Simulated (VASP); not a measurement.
Runs of VASP 6.6.1 on HfRu3. The structure is that of space group Pm-3m (No. 221), or close to it. The cells are those of the table. 

```tsv
task	cell	gap on the mesh (eV)	pressure (GPa)
single point	a = 4.114, b = 4.114, c = 3.956 Å, 4 atoms	none	-16.5
single point	a = 4.035, b = 4.035, c = 3.956 Å, 4 atoms	none	-10.0
single point	a = 3.956 Å, 4 atoms	none	(b)
relaxation of the atoms	atoms relaxed from a = 3.956 Å, 4 atoms	none	-1.8
single point	a = 3.995, b = 3.995, c = 3.956 Å, 4 atoms	none	-6.1
single point	a = 3.916, b = 3.916, c = 3.956 Å, 4 atoms	none	(a)
single point	a = 3.798, b = 3.798, c = 3.956 Å, 4 atoms	none	20.6
single point	a = 3.877, b = 3.877, c = 3.956 Å, 4 atoms	none	8.2
```

Alike in all rows: level PBE; potentials or basis VASP PAW PBE potentials, release 64 (Hf_pv, Ru_pv); no spin polarisation; k mesh 6 × 6 × 6; cutoff (eV) 520; smearing fermi-dirac 0.05 eV.

Fill in the values left out.

(a) 2.9; (b) -1.7.

Caveats: spin-orbit coupling is left out, which moves the levels of the heavy elements; the cell stands under tension (at least some runs); the cell stands under pressure (at least some runs); the relaxation stopped at its first step, so nothing moved (at least some runs).

A k mesh can miss the band edges, and the runs leave out spin-orbit coupling on Hf, Ru.

A gap of «none» marks levels without a gap at the run's occupations.
